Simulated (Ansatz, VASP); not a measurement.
One calculation of Ca3AsP, two programs

```
As Ca P
1.0
     5.33390    0.00000    0.00000
     0.00000    5.33390    0.00000
     0.00000    0.00000    5.33390
As Ca P
1 3 1
Cartesian
  0.0000 0.0000 0.0000
  2.6669 2.6669 0.0000
  2.6669 0.0000 2.6669
  0.0000 2.6669 2.6669
  2.6669 2.6669 2.6669
```

Alike in both runs: task relaxation of cell and atoms; functional r2SCAN; k mesh 5 × 5 × 5; occupations fermi-dirac, width 0.05 eV; no spin polarisation.

|  | VASP | Ansatz |
| --- | --- | --- |
| version | VASP 6.6.1 | Ansatz 0.2.0 |
| potentials or method | VASP PAW PBE potentials, release 64 (As, Ca_sv, P) | Ansatz PAW |
| plane-wave cutoff (eV) | 600 | 500 |
| valence electrons in the cell | 40 | 50 |

Ansatz gave:

```
gap on the k mesh at the Fermi level, each at its own relaxed structure (eV) : 0.72
relaxed volume (Å³/atom)                                                     : 30.04
relaxed length of the cell vector where the two differ most in proportion (Å)              : 5.316
```

Task: What did VASP give for the same quantities?

Result: gap on the k mesh at the Fermi level, each at its own relaxed structure (eV): 0.70; relaxed volume (Å³/atom): 30.17; relaxed length of the cell vector where the two differ most in proportion (Å): 5.324.

VASP's potentials were made for PBE, not for r2SCAN. VASP's potentials hold 40 valence electrons a cell and Ansatz's 50, so a difference there can come from the potentials and not from the codes.

Noted on Ansatz's run: odd divisions of the mesh miss points on the zone boundary, where band edges often lie, so the gap on the mesh can be too wide; the plane-wave basis is chosen anew once the cell has moved, so the energies of steps on either side of that aren't comparable.
